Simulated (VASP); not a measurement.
# MgO (Pmm2) in VASP: notebook

Runs on MgO. Level: PBE. Tasks: single point.

Everything below comes from runs of VASP 6.6.1. Logs are shortened: lines on timing, memory, paths and dates and some standing lists are left out, and cuts for length are marked.

## 1. The cell of the first run

It takes space group Pmm2 (No. 25, orthorhombic). Conventional cell: a = 5.634 Å, b = 5.634 Å, c = 5.634 Å, α = 90.00°, β = 90.00°, γ = 90.00°. Within 2.6 Å of Mg (site symmetry m) lie 4 O at 1.96 to 2.02 Å. Within 2.5 Å of Mg (site symmetry m) lie 4 O at 1.92 to 2.07 Å. Mg (site symmetry mm2) has 4 O at 1.84 to 2.06 Å within 2.4 Å. Within 2.5 Å of Mg (site symmetry mm2) lie 4 O at 1.92 to 2.15 Å. O (site symmetry m) has 4 Mg at 1.84 to 2.15 Å within 2.4 Å. O (site symmetry m) has 4 Mg at 1.92 to 2.06 Å within 2.5 Å. O (site symmetry mm2) has 4 Mg at 1.92 to 1.96 Å within 2.5 Å. Within 2.7 Å of O (site symmetry mm2) lie 4 Mg at 2.02 to 2.07 Å.

## 2. Single point, PBE (atoms displaced along a vibrational mode)

INCAR reads:

```
SYSTEM = MgO
PREC     = Accurate       ! precision mode
ENCUT    = 520            ! plane-wave cutoff, eV
EDIFF    = 1E-7           ! SCF threshold, eV
ISMEAR   = 0              ! smearing method
SIGMA    = 0.05           ! smearing width, eV
LREAL    = .False.        ! projectors in reciprocal space
LASPH    = .True.         ! aspherical terms in the spheres
NELM     = 60             ! most SCF steps
ALGO     = Normal         ! electronic algorithm
ISIF     = 2              ! what is computed and relaxed
LWAVE    = .False.        ! write WAVECAR
LCHARG   = .True.         ! write CHGCAR
GGA      = PE             ! functional
LELF     = .True.         ! ELF
LVHAR    = .True.       
NBANDS   = 36             ! bands
```

KPOINTS reads:

```
regular mesh
0
Gamma
  4 4 4
  0 0 0
```

POSCAR reads:

```
MgO
1.0
    5.6335409551      0.0000000000      0.0000000000
    0.0000000000      5.6335409551      0.0000000000
    0.0000000000      0.0000000000      5.6335409551
Mg O
6 6
Direct
    0.2500000000     -0.0127149636      0.5000000000
    0.0000000000      0.5139112740      0.2500000000
    0.5000000000      0.7349828020      0.0000000000
    0.7500000000     -0.0127149636      0.5000000000
    0.0000000000      0.5139112740      0.7500000000
    0.5000000000      0.2349828020      0.0000000000
    0.2500000000      0.5235799716      0.0000000000
    0.5000000000      0.0027104137      0.2500000000
    0.0000000000      0.7447057189      0.5000000000
    0.7500000000      0.5235799716      0.0000000000
    0.5000000000      0.0027104137      0.7500000000
    0.0000000000      0.2447057189      0.5000000000
```

Potentials or basis: VASP PAW PBE potentials, release 64 (Mg, O).

On the command line:

```
$ cat potpaw_PBE.64/Mg/POTCAR potpaw_PBE.64/O/POTCAR > POTCAR
$ mpirun -np 1 vasp_std > vasp.out
```

OUTCAR:

```text
SYSTEM = MgO
   PREC = Accurate
   ENCUT = 520
   EDIFF = 1E-7
   ISMEAR = 0
   LREAL = .False.
   LASPH = .True.
   NELM = 60
   ISIF = 2
   GGA = PE

 ion  position               nearest neighbor table
   1  0.250  0.987  0.500-   9 1.96   8 1.99  11 1.99  12 2.02   4 2.82   4 2.82   5 3.33   2 3.33
                             6 3.44   6 3.44   3 3.46   3 3.46   2 3.57   5 3.57
   2  0.000  0.514  0.250-   9 1.92   7 1.99  10 1.99  12 2.07   5 2.82   5 2.82   1 3.33   4 3.33
                             3 3.39   3 3.39   6 3.52   6 3.52   1 3.57   4 3.57
   3  0.500  0.735  0.000-   7 1.84  10 1.84   8 2.06  11 2.06   6 2.82   6 2.82   2 3.39   5 3.39
                             2 3.39   5 3.39   4 3.46   1 3.46   4 3.46   1 3.46
   4  0.750  0.987  0.500-   9 1.96   8 1.99  11 1.99  12 2.02   1 2.82   1 2.82   5 3.33   2 3.33
                             6 3.44   6 3.44   3 3.46   3 3.46   2 3.57   5 3.57
   5  0.000  0.514  0.750-   9 1.92   7 1.99  10 1.99  12 2.07   2 2.82   2 2.82   4 3.33   1 3.33
                             3 3.39   3 3.39   6 3.52   6 3.52   1 3.57   4 3.57
   6  0.500  0.235  0.000-   8 1.92  11 1.92  10 2.15   7 2.15   3 2.82   3 2.82   4 3.44   1 3.44
                             4 3.44   1 3.44   5 3.52   2 3.52   2 3.52   5 3.52
   7  0.250  0.524  0.000-   3 1.84   2 1.99   5 1.99   6 2.15
   8  0.500  0.003  0.250-   6 1.92   4 1.99   1 1.99   3 2.06
   9  0.000  0.745  0.500-   2 1.92   5 1.92   4 1.96   1 1.96
  10  0.750  0.524  0.000-   3 1.84   2 1.99   5 1.99   6 2.15
  11  0.500  0.003  0.750-   6 1.92   4 1.99   1 1.99   3 2.06
  12  0.000  0.245  0.500-   1 2.02   4 2.02   2 2.07   5 2.07

  LATTYP: Found a simple cubic cell.
 ALAT       =     5.6335409551

  Lattice vectors:

 A1 = (   5.6335409551,   0.0000000000,   0.0000000000)
 A2 = (   0.0000000000,   5.6335409551,   0.0000000000)
 A3 = (   0.0000000000,   0.0000000000,   5.6335409551)

Analysis of symmetry for initial positions (statically):
=====================================================================
 Subroutine PRICEL returns:
 Original cell was already a primitive cell.

 Routine SETGRP: Setting up the symmetry group for a
 simple cubic supercell.

 Subroutine GETGRP returns: Found  4 space group operations
 (whereof  4 operations were pure point group operations)
 out of a pool of 48 trial point group operations.

The static configuration has the point symmetry C_2v.

Analysis of symmetry for dynamics (positions and initial velocities):
=====================================================================
 Subroutine PRICEL returns:
 Original cell was already a primitive cell.

 Routine SETGRP: Setting up the symmetry group for a
 simple cubic supercell.

[... 140 lines left out ...]
   EFERMI_NEDOS =   21; number of points for ismear=-14 and -15
   IALGO  =     38    algorithm
   IMIX   =      4    mixing-type and parameters
     AMIX     =   0.40;   BMIX     =  1.00
     AMIX_MAG =   1.60;   BMIX_MAG =  1.00
  volume/ion in A,a.u.               =      14.90       100.54
  Fermi-wavevector in a.u.,A,eV,Ry     =   1.056105  1.995749 15.175365  1.115358
  Thomas-Fermi vector in A             =   2.191328
   LORBIT       =      0    0 simple, 1 ext, 2 COOP (PROOUT), +10 PAW based schemes
   GGA     = PE    functional components
   LHFCALC =     F    Hartree Fock is set to
   AEXX    =    0.0000 exact exchange contribution
   IVDW    =     0    specifies the selected vdW correction
   LEPSILON=     F    determine dielectric tensor
   LRPA    =     F    only Hartree local field effects (RPA)
 non-spin polarized calculation
 Gauss-broadening in eV      SIGMA  =   0.05
  energy-cutoff  :      520.00
  volume of cell :      178.79
 maximum number of plane-waves:      4842
 NGX is ok and might be reduce to    42
   NGX = 21   NGY = 21   NGZ = 21

 number of electron      47.9999965 magnetization

 Free energy of the ion-electron system (eV)
  ---------------------------------------------------
  ext. energy  EPLUGINS =         0.00000000
  ---------------------------------------------------
  free energy    TOTEN  =       -69.33337287 eV

  energy without entropy =      -69.33337287  energy(sigma->0) =      -69.33337287

 E-fermi :   0.1378     XC(G=0):  -8.3945

 val. band max:       -0.1237160844   @ k =   0.5000   0.0000   0.5000
 cond. band min:       2.7139447621   @ k =   0.0000   0.0000   0.0000
 fundamental gap:      2.8376608465
 Fermi energy:         0.1377675652

 k-point     1 :       0.0000    0.0000    0.0000
  band No.  band energies     occupation
      1     -16.3098      2.00000
      2     -15.9439      2.00000
      3     -15.7939      2.00000
      4     -15.3943      2.00000
      5     -15.3524      2.00000
      6     -15.1401      2.00000
[... 925 lines left out ...]
     35      10.7626      0.00000
     36      10.8365      0.00000

 [... further k-points ...]

------------------------ aborting loop because EDIFF is reached ----------------------------------------

  FORCE on cell =-STRESS in cart. coord.  units (eV):
  Direction    XX          YY          ZZ          XY          YZ          ZX
  --------------------------------------------------------------------------------------
  -------------------------------------------------------------------------------------
  Total        1.6441614      0.9291476      0.3649230      0.0000000      0.0000000      0.0000000
  in kB       14.7336604      8.3262783      3.2701481      0.0000000      0.0000000      0.0000000
  external PRESSURE =       8.7766956 kB  Pullay stress =       0.0000000 kB

 VOLUME and BASIS-vectors are now :
 -----------------------------------------------------------------------------
  energy-cutoff  :      520.00
  volume of cell :      178.79
      direct lattice vectors                 reciprocal lattice vectors
     5.633540955  0.000000000  0.000000000     0.177508251  0.000000000  0.000000000
     0.000000000  5.633540955  0.000000000     0.000000000  0.177508251  0.000000000
     0.000000000  0.000000000  5.633540955     0.000000000  0.000000000  0.177508251

 POSITION                                       TOTAL-FORCE (eV/Angst)
 -----------------------------------------------------------------------------------
      1.40839      5.56191      2.81677         0.057581      0.784519      0.000000
      0.00000      2.89514      1.40839         0.000000     -0.935742     -0.204234
      2.81677      4.14056      0.00000         0.000000      2.361972      0.000000
      4.22516      5.56191      2.81677        -0.057581      0.784519      0.000000
      0.00000      2.89514      4.22516         0.000000     -0.935742      0.204234
      2.81677      1.32379      0.00000         0.000000      1.456818      0.000000
      1.40839      2.94961      0.00000        -0.696790     -1.559571      0.000000
      2.81677      0.01527      1.40839         0.000000     -0.634379      0.162104
      0.00000      4.19533      2.81677         0.000000      0.534009      0.000000
      4.22516      2.94961      0.00000         0.696790     -1.559571      0.000000
      2.81677      0.01527      4.22516         0.000000     -0.634379     -0.162104
      0.00000      1.37856      2.81677         0.000000      0.337546      0.000000
 -----------------------------------------------------------------------------------
    total drift:                                0.000000      0.000300      0.000000

  FREE ENERGIE OF THE ION-ELECTRON SYSTEM (eV)
  ---------------------------------------------------
  free  energy   TOTEN  =       -69.3333728710 eV

  energy  without entropy=      -69.3333728710  energy(sigma->0) =      -69.33337287
```

It took 2.1 min on 1 thread of Intel Xeon 6975P-C (Granite Rapids), shared host; peak memory 0.32 GiB.

What came out:

```
Free energy            : -69.3334 eV
Pressure               : 0.9 GPa
Largest force          : 2.362 eV/Å
Band gap on the k mesh : 2.84 eV
```

Forces in eV/Å, atoms in the order of the input:
```
Mg   0.058  0.785  0.000
Mg   0.000 -0.936 -0.204
Mg   0.000  2.362  0.000
Mg  -0.058  0.785  0.000
Mg   0.000 -0.936  0.204
Mg   0.000  1.457  0.000
O   -0.697 -1.560  0.000
O    0.000 -0.634  0.162
O    0.000  0.534  0.000
O    0.697 -1.560  0.000
O    0.000 -0.634 -0.162
O    0.000  0.338  0.000
```

Caveat: the cell differs from its parent crystal (atoms displaced along a vibrational mode); forces of over 1 eV/Å act on the atoms, so gaps and moduli don't describe the material at rest.

## 3. Single point, PBE (atoms displaced along a vibrational mode)

INCAR reads:

```
SYSTEM = MgO
  ALGO = Normal
  EDIFF = 1E-7
  ENCUT = 520
  GGA = PE
  ISIF = 2
  ISMEAR = 0
  LASPH = .True.
  LCHARG = .False.
  LREAL = .False.
  LWAVE = .False.
  NBANDS = 36
  NELM = 60
  PREC = Accurate
  SIGMA = 0.05
```

KPOINTS reads:

```
k-points
0
Gamma
  4 4 4
  0 0 0
```

POSCAR reads:

```
MgO
1.0
    5.6335409551      0.0000000000      0.0000000000
    0.0000000000      5.6335409551      0.0000000000
    0.0000000000      0.0000000000      5.6335409551
Mg O
6 6
Direct
    0.2500000000     -0.0131137337      0.5000000000
    0.0000000000      0.5135125039      0.2500000000
    0.5000000000      0.7449942673      0.0000000000
    0.7500000000     -0.0131137337      0.5000000000
    0.0000000000      0.5135125039      0.7500000000
    0.5000000000      0.2449942673      0.0000000000
    0.2500000000      0.5148165098      0.0000000000
    0.5000000000     -0.0060530480      0.2500000000
    0.0000000000      0.7482352396      0.5000000000
    0.7500000000      0.5148165098      0.0000000000
    0.5000000000     -0.0060530480      0.7500000000
    0.0000000000      0.2482352396      0.5000000000
```

Potentials or basis: VASP PAW PBE potentials, release 64 (Mg, O).

On the command line:

```
$ cat potpaw_PBE.64/Mg/POTCAR potpaw_PBE.64/O/POTCAR > POTCAR
$ mpirun -np 1 vasp_std > vasp.out
```

It took 1.7 min on 1 thread of Intel Xeon 6975P-C (Granite Rapids), shared host; peak memory 0.33 GiB.

It converged, with:

* Free energy: -69.6308 eV
* Pressure: 0.1 GPa
* Largest force: 0.893 eV/Å
* Band gap on the k mesh: 2.85 eV

Forces on the atoms (eV/Å):
```
Mg   0.082  0.833  0.000
Mg   0.000 -0.883 -0.130
Mg   0.000  0.776  0.000
Mg  -0.082  0.833  0.000
Mg   0.000 -0.883  0.130
Mg   0.000  0.472  0.000
O   -0.186 -0.802  0.000
O    0.000  0.083  0.012
O    0.000  0.178  0.000
O    0.186 -0.802  0.000
O    0.000  0.083 -0.012
O    0.000  0.113  0.000
```

Stress tensor (GPa, compression positive):
```
 0.30  0.00  0.00
 0.00  0.09  0.00
 0.00  0.00 -0.07
```

Levels at points of the mesh, in eV from the valence-band top:
```csv
k point,band 22,band 23,band 24,band 25,band 26,band 27
"(0.00, 0.00, 0.00)",-0.05,-0.03,0.00,2.85,6.04,7.89
"(0.50, 0.00, 0.00)",-0.47,-0.03,0.00,4.75,4.76,7.51
"(0.00, 0.50, 0.00)",-0.53,-0.05,-0.03,4.71,4.81,7.41
"(0.00, 0.00, 0.50)",-0.47,-0.05,0.00,4.76,4.76,7.55
"(0.50, 0.50, 0.00)",-0.57,-0.33,-0.03,5.65,5.79,5.82
"(0.00, 0.50, 0.50)",-0.57,-0.32,-0.05,5.67,5.79,5.81
"(0.50, 0.00, 0.50)",-0.43,-0.43,0.00,5.65,5.80,5.81
"(0.50, 0.50, 0.50)",-0.82,-0.62,-0.61,6.37,6.38,7.22
```

Caveat: the cell differs from its parent crystal (atoms displaced along a vibrational mode).

## 4. Single point, PBE (atoms displaced along a vibrational mode)

INCAR reads:

```
PREC = Accurate
ENCUT = 520
EDIFF = 1E-6
ISMEAR = 0
SIGMA = 0.05
LREAL = False
LASPH = True
NELM = 100
ALGO = Normal
ISIF = 2
LWAVE = False
LCHARG = False
GGA = PE
NBANDS = 36
```

KPOINTS reads:

```
regular mesh
0
Gamma
  4 4 4
```

POSCAR reads:

```
MgO
1.0
    5.6335409551      0.0000000000      0.0000000000
    0.0000000000      5.6335409551      0.0000000000
    0.0000000000      0.0000000000      5.6335409551
Mg O
6 6
Direct
    0.2500000000     -0.0100523398      0.5000000000
    0.0000000000      0.5112486503      0.2500000000
    0.5000000000      0.7349828020      0.0000000000
    0.7500000000     -0.0100523398      0.5000000000
    0.0000000000      0.5112486503      0.7500000000
    0.5000000000      0.2349828020      0.0000000000
    0.2500000000      0.5214930158      0.0000000000
    0.5000000000      0.0047973695      0.2500000000
    0.0000000000      0.7447057189      0.5000000000
    0.7500000000      0.5214930158      0.0000000000
    0.5000000000      0.0047973695      0.7500000000
    0.0000000000      0.2447057189      0.5000000000
```

On the command line:

```
$ cat potpaw_PBE.64/Mg/POTCAR potpaw_PBE.64/O/POTCAR > POTCAR
$ mpirun -np 1 vasp_std > vasp.out
```

Wall time 74 s (1 thread of Intel Xeon 6975P-C (Granite Rapids), shared host); peak memory 0.32 GiB.

It converged, with:

* Free energy: -69.3994 eV
* Pressure: 0.8 GPa
* Largest force: 2.266 eV/Å
* Band gap on the k mesh: 2.85 eV

Forces on the atoms (eV/Å):
```
Mg   0.035  0.613  0.000
Mg   0.000 -0.762 -0.152
Mg   0.000  2.266  0.000
Mg  -0.035  0.613  0.000
Mg   0.000 -0.762  0.152
Mg   0.000  1.541  0.000
O   -0.621 -1.464  0.000
O    0.000 -0.724  0.193
O    0.000  0.513  0.000
O    0.621 -1.464  0.000
O    0.000 -0.724 -0.193
O    0.000  0.355  0.000
```

Stress tensor (GPa, compression positive):
```
1.24 0.00 0.00
0.00 0.73 0.00
0.00 0.00 0.32
```

Levels at points of the mesh, in eV from the valence-band top:
```
           k point  band 22  band 23  band 24  band 25  band 26  band 27
(0.00, 0.00, 0.00)    -0.06    -0.01     0.00     2.85     6.01     7.90
(0.50, 0.00, 0.00)    -0.51    -0.01    -0.01     4.74     4.77     7.48
(0.00, 0.50, 0.00)    -0.53    -0.05     0.00     4.72     4.80     7.44
(0.00, 0.00, 0.50)    -0.49    -0.06    -0.01     4.76     4.76     7.56
(0.50, 0.50, 0.00)    -0.61    -0.37     0.00     5.63     5.78     5.87
(0.00, 0.50, 0.50)    -0.60    -0.35    -0.05     5.66     5.82     5.82
(0.50, 0.00, 0.50)    -0.47    -0.46     0.00     5.65     5.79     5.82
(0.50, 0.50, 0.50)    -0.79    -0.66    -0.63     6.36     6.40     7.23
```

Caveat: the cell differs from its parent crystal (atoms displaced along a vibrational mode); forces of over 1 eV/Å act on the atoms, so gaps and moduli don't describe the material at rest.

## 5. Single point, PBE (atoms displaced along a vibrational mode)

INCAR reads:

```
  ALGO = Normal
  EDIFF = 1E-6
  ENCUT = 520
  GGA = PE
  ISIF = 2
  ISMEAR = 0
  LASPH = T
  LCHARG = F
  LREAL = F
  LWAVE = F
  NBANDS = 36
  NELM = 80
  PREC = Accurate
  SIGMA = 0.05
```

KPOINTS reads:

```
k-points
0
Gamma
  4 4 4
```

POSCAR reads:

```
MgO
1.0
    5.6335409551      0.0000000000      0.0000000000
    0.0000000000      5.6335409551      0.0000000000
    0.0000000000      0.0000000000      5.6335409551
Mg O
6 6
Direct
    0.2500000000     -0.0104511100      0.5000000000
    0.0000000000      0.5108498801      0.2500000000
    0.5000000000      0.7449942673      0.0000000000
    0.7500000000     -0.0104511100      0.5000000000
    0.0000000000      0.5108498801      0.7500000000
    0.5000000000      0.2449942673      0.0000000000
    0.2500000000      0.5127295540      0.0000000000
    0.5000000000     -0.0039660923      0.2500000000
    0.0000000000      0.7482352396      0.5000000000
    0.7500000000      0.5127295540      0.0000000000
    0.5000000000     -0.0039660923      0.7500000000
    0.0000000000      0.2482352396      0.5000000000
```

On the command line:

```
$ cat potpaw_PBE.64/Mg/POTCAR potpaw_PBE.64/O/POTCAR > POTCAR
$ mpirun -np 1 vasp_std > vasp.out
```

It took 75 s on 1 thread of Intel Xeon 6975P-C (Granite Rapids), shared host; peak memory 0.32 GiB.

The run converged. Its results:

- Free energy: -69.6958 eV
- Pressure: 0.0 GPa
- Largest force: 0.744 eV/Å
- Band gap on the k mesh: 2.86 eV

Forces on the atoms (eV/Å):
```
Mg   0.049  0.661  0.000
Mg   0.000 -0.711 -0.088
Mg   0.000  0.744  0.000
Mg  -0.049  0.661  0.000
Mg   0.000 -0.711  0.088
Mg   0.000  0.500  0.000
O   -0.147 -0.712  0.000
O    0.000 -0.005  0.008
O    0.000  0.171  0.000
O    0.147 -0.712  0.000
O    0.000 -0.005 -0.008
O    0.000  0.119  0.000
```

Stress tensor (GPa, compression positive):
```
 0.14  0.00  0.00
 0.00 -0.02  0.00
 0.00  0.00 -0.15
```

Levels at points of the mesh, in eV from the valence-band top:
| k point | band 21 | band 22 | band 23 | band 24 | band 25 | band 26 | band 27 | band 28 |
| --- | --- | --- | --- | --- | --- | --- | --- | --- |
| (0.00, 0.00, 0.00) | -0.51 | -0.03 | -0.01 | 0.00 | 2.86 | 6.05 | 7.91 | 7.91 |
| (0.50, 0.00, 0.00) | -0.56 | -0.50 | -0.02 | 0.00 | 4.77 | 4.78 | 7.54 | 7.58 |
| (0.00, 0.50, 0.00) | -0.56 | -0.54 | -0.03 | -0.02 | 4.74 | 4.81 | 7.45 | 7.70 |
| (0.00, 0.00, 0.50) | -0.56 | -0.50 | -0.04 | 0.00 | 4.77 | 4.78 | 7.57 | 7.58 |
| (0.50, 0.50, 0.00) | -0.61 | -0.59 | -0.36 | -0.02 | 5.67 | 5.81 | 5.83 | 6.59 |
| (0.00, 0.50, 0.50) | -0.61 | -0.59 | -0.35 | -0.03 | 5.69 | 5.81 | 5.82 | 6.58 |
| (0.50, 0.00, 0.50) | -0.47 | -0.47 | -0.46 | 0.00 | 5.67 | 5.81 | 5.82 | 6.60 |
| (0.50, 0.50, 0.50) | -0.82 | -0.81 | -0.66 | -0.65 | 6.38 | 6.40 | 7.26 | 7.34 |

Caveat: the cell differs from its parent crystal (atoms displaced along a vibrational mode).

## 6. Summary

```csv
cell,gap on the mesh (eV),pressure (GPa),largest force (eV/Å)
"as given, atomic positions A",2.84,0.9,2.36
"as given, atomic positions B",2.85,0.1,0.89
"as given, atomic positions C",2.85,0.8,2.27
"as given, atomic positions D",2.86,0.0,0.74
```

Alike in all rows: task single point; level PBE; potentials or basis VASP PAW PBE potentials, release 64 (Mg, O); no spin polarisation; k mesh 4 × 4 × 4; cutoff (eV) 520; smearing gaussian 0.05 eV.

Caveats: forces of over 1 eV/Å act on the atoms, so gaps and moduli don't describe the material at rest (at least some runs).

Total energies depend on the potentials used, so only differences within one code and one set of settings carry meaning.
